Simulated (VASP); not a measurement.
A run of VASP 6.6.1:

INCAR

```
ALGO = Normal
EDIFF = 1E-6
ENCUT = 520
GGA = PS
ISIF = 2
ISMEAR = -1
LASPH = T
LCHARG = F
LREAL = F
LWAVE = F
NBANDS = 32
NELM = 100
PREC = Accurate
SIGMA = 0.05
```

Contents of KPOINTS:

```
k-points
0
Gamma
  8 8 5
```

The input POSCAR:

```
CuO2
1.0
    1.4267411500     -5.2628544700      0.0000000000
    1.4267411500      5.2628544700      0.0000000000
    0.0000000000      0.0000000000      4.3434240000
Cu O
2 4
Direct
    0.1672530000      0.8327470000      0.7500000000
    0.8327470000      0.1672530000      0.2500000000
    0.7889700000      0.2110300000      0.7500000000
    0.2110300000      0.7889700000      0.2500000000
    0.5514860000      0.4485140000      0.7500000000
    0.4485140000      0.5514860000      0.2500000000
```

Potentials or basis: VASP PAW PBE potentials, release 64 (Cu, O).

The run is started by

```console
$ cat potpaw_PBE.64/Cu/POTCAR potpaw_PBE.64/O/POTCAR > POTCAR
$ mpirun -np 1 vasp_std > vasp.out
```

Hardware: 1 thread of Intel(R) Xeon(R) 6975P-C (Granite Rapids), with other jobs on the host.

Q: How long does it take, and how much memory?

A: Wall time 120 s on 1 thread of Intel(R) Xeon(R) 6975P-C (Granite Rapids), on a shared host, peak memory 0.28 GiB. Counts: scf iterations 18, k points 63.
